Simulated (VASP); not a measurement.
A run of VASP 6.6.1 is set up as follows.

The input INCAR:

```
PREC = Accurate ; ENCUT = 520
EDIFF = 1E-6 ; ISMEAR = -1
SIGMA = 0.1 ; LREAL = F
LASPH = T ; NELM = 150
ALGO = Normal ; ISIF = 2
LWAVE = F ; LCHARG = F
ISPIN = 2 ; MAGMOM = 1.915 1.915 0 0
LORBIT = 11 ; NUPDOWN = 3.83
LMAXMIX = 4 ; NBANDS = 25
```

Contents of KPOINTS:

```
Automatic mesh
0
Gamma
  8 8 6
```

The input POSCAR:

```
FeSb
1.0
    4.0600000000      0.0000000000      0.0000000000
   -2.0300000000      3.5160631394      0.0000000000
    0.0000000000      0.0000000000      5.1300000000
Fe Sb
2 2
Direct
    0.0000000000      0.0000000000      0.0000000000
    0.0000000000      0.0000000000      0.5000000000
    0.3333333333      0.6666666667      0.2500000000
    0.6666666667      0.3333333333      0.7500000000
```

Potentials or basis: VASP PAW LDA potentials, release 64 (Fe, Sb).

Run with:

```console
$ cat potpaw_LDA.64/Fe/POTCAR potpaw_LDA.64/Sb/POTCAR > POTCAR
$ mpirun -np 1 vasp_std > vasp.out
```

(1) Estimate the pressure.

Answers

(1) -9.3 GPa.

Caveat: the cell stands under tension; the total moment is fixed, so each spin has its own Fermi level and the state may be an excited one.
